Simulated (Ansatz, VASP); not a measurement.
One calculation of PbSe, two programs

INCAR

```
  PREC = Accurate
  ENCUT = 520
  EDIFF = 1E-7
  ISMEAR = 0
  SIGMA = 0.05
  LREAL = False
  LASPH = True
  NELM = 60
  ALGO = Normal
  ISIF = 2
  LWAVE = False
  LCHARG = False
  GGA = PE
  IVDW = 12
  NBANDS = 28
```

File KPOINTS:

```
regular mesh
0
Gamma
  8 8 6
```

The input POSCAR:

```
PbSe
1.0
    2.0902302923     -5.9499289295      0.0000000000
    2.0902302923      5.9499289295      0.0000000000
    0.0000000000      0.0000000000      4.5840083771
Pb Se
2 2
Direct
    0.6317607300      0.3682392700      0.7500000000
    0.3682392700      0.6317607300      0.2500000000
    0.8612899600      0.1387100400      0.7500000000
    0.1387100400      0.8612899600      0.2500000000
```

Input for Ansatz:

```yaml
crystal:
  lattice:
    - [2.0902302923, -5.9499289295, 0.0]
    - [2.0902302923, 5.9499289295, 0.0]
    - [0.0, 0.0, 4.5840083771]
  atoms:
    - { symbol: Pb, position: [0.63176073, 0.36823927, 0.75] }
    - { symbol: Pb, position: [0.36823927, 0.63176073, 0.25] }
    - { symbol: Se, position: [0.86128996, 0.13871004, 0.75] }
    - { symbol: Se, position: [0.13871004, 0.86128996, 0.25] }
basis:
  ecutwfc: 420
kpoints:
  mp_grid: { grid: [8, 8, 6] }
hamiltonian:
  xc: pbe
  dispersion: d3bj
scf:
  occupations: { method: gaussian, width: 0.05 }
output:
  forces: true
  stress: true
  eigenvalues: true
```

Change from the starting cell: strain -0.030 along x and y, +0.030 along z, atoms carried along.

Alike in both runs: task single point; functional PBE; dispersion D3(BJ); k mesh 8 × 8 × 6; occupations gaussian, width 0.05 eV; no spin polarisation.

```csv
,VASP,Ansatz
version,VASP 6.6.1,Ansatz 0.2.0
potentials or method,"VASP PAW PBE potentials, release 64 (Pb_d, Se), cutoff 520 eV","scalar-relativistic, plane waves, PAW"
valence electrons in the cell,40,60
```

|  | VASP | Ansatz | Ansatz less VASP |
| --- | --- | --- | --- |
| gap on the k mesh at the Fermi level (eV) | 0.97 | 0.97 | -0.002 |
| least direct gap on the mesh (eV) | 1.10 | 1.10 | -0.002 |
| pressure (GPa) | 0.6 | 0.6 | -0.01 |
| traceless stress, the component that is largest in VASP (GPa) | 2.36 | 2.32 | -0.037 |
| rms of the force components (eV/Å) | 0.304 | 0.298 | -0.0060 |

Atom by atom the forces differ by 0.006 eV/Å (rms over components). VASP's potentials hold 40 valence electrons a cell and Ansatz's 60, so a difference there can come from the potentials and not from the codes.

Spin-orbit coupling is off throughout.
